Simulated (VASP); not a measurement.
# Si (Cmm2) in VASP: notebook, part 2 of 2

VASP 6.6.1. Earlier steps stand in the parts before.

### Step 4. Single point, r2SCAN (atom 1 (Si) moved +0.135 Å along Cartesian [0 0 1])

Input file POSCAR:

```
Si
1.0
    5.4309400000      0.0000000000      0.0000000000
    0.0000000000     -5.4309400000      0.0000000000
    0.0000000000      0.0000000000     -5.4309400000
Si
8
Direct
    0.5000000000      0.0000000000     -0.0248575753
    0.0000000000      0.5000000000      0.0000000000
    0.0000000000      0.0000000000      0.5000000000
    0.5000000000      0.5000000000      0.5000000000
    0.7500000000      0.7500000000      0.7500000000
    0.2500000000      0.2500000000      0.7500000000
    0.2500000000      0.7500000000      0.2500000000
    0.7500000000      0.2500000000      0.2500000000
```

Input file INCAR.step1:

```
SYSTEM = Si
ALGO = Normal ; EDIFF = 1E-4
ENCUT = 520 ; GGA = PE
ISMEAR = 0 ; LASPH = .True.
LCHARG = .False. ; LREAL = .False.
LWAVE = .True. ; NBANDS = 26
NELM = 60 ; PREC = Accurate
SIGMA = 0.05
```

Input file INCAR.step2:

```
SYSTEM = Si
ALGO = Normal ; EDIFF = 1E-6
ENCUT = 520 ; ISIF = 2
ISMEAR = 0 ; ISTART = 1
LASPH = .True. ; LCHARG = .True.
LELF = .True. ; LMIXTAU = .True.
LREAL = .False. ; LVHAR = .True.
LWAVE = .False. ; METAGGA = R2SCAN
NBANDS = 26 ; NELM = 60
PREC = Accurate ; SIGMA = 0.05
```

Input file KPOINTS:

```
k-points
0
Gamma
  6 6 6
  0 0 0
```

Potentials or basis: VASP PAW PBE potentials, release 64 (Si).

Run with:

```sh
$ cat potpaw_PBE.64/Si/POTCAR > POTCAR
$ cp INCAR.step1 INCAR
$ mpirun -np 1 vasp_std > vasp.out
$ cp INCAR.step2 INCAR
$ mpirun -np 1 vasp_std > vasp.out
```

OUTCAR:

```text
SYSTEM = Si
   EDIFF = 1E-6
   ENCUT = 520
   ISIF = 2
   ISMEAR = 0
   ISTART = 1
   LASPH = .True.
   LREAL = .False.
   METAGGA = R2SCAN
   NELM = 60
   PREC = Accurate

 ion  position               nearest neighbor table
   1  0.500  0.000  0.975-   5 2.28   6 2.28   7 2.43   8 2.43
   2  0.000  0.500  0.000-   5 2.35   6 2.35   7 2.35   8 2.35
   3  0.000  0.000  0.500-   5 2.35   6 2.35   7 2.35   8 2.35
   4  0.500  0.500  0.500-   5 2.35   6 2.35   7 2.35   8 2.35
   5  0.750  0.750  0.750-   1 2.28   2 2.35   3 2.35   4 2.35
   6  0.250  0.250  0.750-   1 2.28   2 2.35   3 2.35   4 2.35
   7  0.250  0.750  0.250-   2 2.35   3 2.35   4 2.35   1 2.43
   8  0.750  0.250  0.250-   2 2.35   3 2.35   4 2.35   1 2.43

  LATTYP: Found a simple cubic cell.
 ALAT       =     5.4309400000

  Lattice vectors:

 A1 = (   5.4309400000,   0.0000000000,   0.0000000000)
 A2 = (   0.0000000000,  -5.4309400000,   0.0000000000)
 A3 = (   0.0000000000,   0.0000000000,  -5.4309400000)

Analysis of symmetry for initial positions (statically):
=====================================================================
 Subroutine PRICEL returns:
[... 188 lines left out ...]
 cond. band min:       6.4874036828   @ k =   0.0000   0.0000   0.1667
 fundamental gap:      0.5764994936
 Fermi energy:         6.1716620243

 k-point     1 :       0.0000    0.0000    0.0000
  band No.  band energies     occupation
      1      -6.7996      2.00000
      2      -2.6471      2.00000
      3      -2.5431      2.00000
      4      -2.4251      2.00000
      5      -2.4245      2.00000
      6      -2.3181      2.00000
[... 685 lines left out ...]
     25      11.1894      0.00000
     26      11.2781      0.00000

 [... further k-points ...]
[... 5 lines left out ...]
  --------------------------------------------------------------------------------------
  -------------------------------------------------------------------------------------
  Total        0.7855962      0.7855962      0.4308898      1.3305346      0.0000000      0.0000000
  in kB        7.8575105      7.8575105      4.3097469     13.3079675      0.0000000      0.0000000
  external PRESSURE =       6.6749226 kB  Pullay stress =       0.0000000 kB

 VOLUME and BASIS-vectors are now :
 -----------------------------------------------------------------------------
  energy-cutoff  :      520.00
  volume of cell :      160.19
      direct lattice vectors                 reciprocal lattice vectors
     5.430940000  0.000000000  0.000000000     0.184130187  0.000000000  0.000000000
     0.000000000 -5.430940000  0.000000000     0.000000000 -0.184130187  0.000000000
     0.000000000  0.000000000 -5.430940000     0.000000000  0.000000000 -0.184130187

 POSITION                                       TOTAL-FORCE (eV/Angst)
 -----------------------------------------------------------------------------------
      2.71547      0.00000     -5.29594         0.000000      0.000000     -1.902574
      0.00000     -2.71547      0.00000         0.000000      0.000000     -0.244938
      0.00000      0.00000     -2.71547         0.000000      0.000000      0.138334
      2.71547     -2.71547     -2.71547         0.000000      0.000000      0.138334
      4.07320     -4.07320     -4.07320         0.391344      0.391344      0.495731
      1.35773     -1.35773     -4.07320        -0.391344     -0.391344      0.495731
      1.35773     -4.07320     -1.35773         0.280181     -0.280181      0.439691
      4.07320     -1.35773     -1.35773        -0.280181      0.280181      0.439691
 -----------------------------------------------------------------------------------
    total drift:                                0.000000     -0.000000      0.000008

  FREE ENERGIE OF THE ION-ELECTRON SYSTEM (eV)
  ---------------------------------------------------
  free  energy   TOTEN  =       -70.0709993950 eV

  energy  without entropy=      -70.0709993950  energy(sigma->0) =      -70.07099939
```

OUTCAR.step1:

```text
SYSTEM = Si
   EDIFF = 1E-4
   ENCUT = 520
   GGA = PE
   ISMEAR = 0
   LASPH = .True.
   LREAL = .False.
   NELM = 60
[... 940 lines left out ...]
      1.35773     -1.35773     -4.07320        -0.391715     -0.391715      0.479796
      1.35773     -4.07320     -1.35773         0.282439     -0.282439      0.425837
      4.07320     -1.35773     -1.35773        -0.282439      0.282439      0.425837
 -----------------------------------------------------------------------------------
    total drift:                                0.000000     -0.000000      0.000087

  FREE ENERGIE OF THE ION-ELECTRON SYSTEM (eV)
  ---------------------------------------------------
  free  energy   TOTEN  =       -43.2547500180 eV

  energy  without entropy=      -43.2547500179  energy(sigma->0) =      -43.25475002
```

Run time: 9.8 min. Hardware: 1 thread of Oxide Virtual Turin-like, shared host; peak memory 0.3 GiB.

What came out:

```
Free energy            : -70.0710 eV
Pressure               : 0.7 GPa
Largest force          : 1.903 eV/Å
Band gap on the k mesh : 0.58 eV
```

Forces on the atoms (eV/Å):
```
Si   0.000  0.000 -1.903
Si   0.000  0.000 -0.245
Si   0.000  0.000  0.138
Si   0.000  0.000  0.138
Si   0.391  0.391  0.496
Si  -0.391 -0.391  0.496
Si   0.280 -0.280  0.440
Si  -0.280  0.280  0.440
```

Caveat: the cell differs from its parent crystal (atom 1 (Si) moved +0.135 Å along Cartesian [0 0 1]); semilocal functionals underestimate gaps, and a narrow one can read as zero; the PAW data sets were made with another functional, which shifts forces and pressure a little. A k mesh can miss the band edges.

### Step 5. The runs side by side

| cell | gap on the mesh (eV) | pressure (GPa) | largest force (eV/Å) |
| --- | --- | --- | --- |
| as given, atomic positions A | 0.30 | 1.5 | 4.20 |
| as given, atomic positions B | 0.38 | 1.0 | 3.10 |
| as given, atomic positions C | 0.58 | 0.7 | 1.90 |

Alike in all rows: task single point; level r2SCAN; potentials or basis VASP PAW PBE potentials, release 64 (Si); no spin polarisation; k mesh 6 × 6 × 6; cutoff (eV) 520; smearing gaussian 0.05 eV.

Caveats: semilocal functionals underestimate gaps, and a narrow one can read as zero; the PAW data sets were made with another functional, which shifts forces and pressure a little.

Total energies depend on the potentials used, so only differences within one code and one set of settings carry meaning.
